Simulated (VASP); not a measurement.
Input of a VASP 6.6.1 run:

File INCAR:

```
  ALGO = Normal
  EDIFF = 1E-7
  ENCUT = 520
  ISIF = 2
  ISMEAR = -1
  LASPH = T
  LCHARG = F
  LREAL = F
  LWAVE = F
  NBANDS = 16
  NELM = 80
  PREC = Accurate
  SIGMA = 0.05
```

The input KPOINTS:

```
k-points
0
Gamma
  7 7 5
```

Contents of POSCAR:

```
Te
1.0
    4.4834975484      0.0000000000      0.0000000000
   -2.2417487742      3.8828227747      0.0000000000
    0.0000000000      0.0000000000      5.9632329314
Te
3
Direct
    0.7310000000      0.7310000000      0.0000000000
    0.0000000000      0.2690000000      0.6666666667
    0.2690000000      0.0000000000      0.3333333333
```

Potentials or basis: VASP PAW LDA potentials, release 64 (Te).

Launch:

```bash
$ cat potpaw_LDA.64/Te/POTCAR > POTCAR
$ mpirun -np 1 vasp_std > vasp.out
```

**Question.** Estimate the largest force.

**Answer.** 0.016 eV/Å.

**Question.** Predict the pressure.

**Answer.** -2.7 GPa.

**Question.** Predict the band gap on the k mesh.

**Answer.** 0.58 eV (least direct gap 0.73 eV).

Forces on the atoms (eV/Å):
```
Te   0.008  0.014  0.000
Te   0.008 -0.014  0.000
Te  -0.016  0.000  0.000
```

Caveat: spin-orbit coupling is left out, which moves the levels of the heavy elements; an odd mesh through Γ misses points on the zone boundary, where band edges can lie.
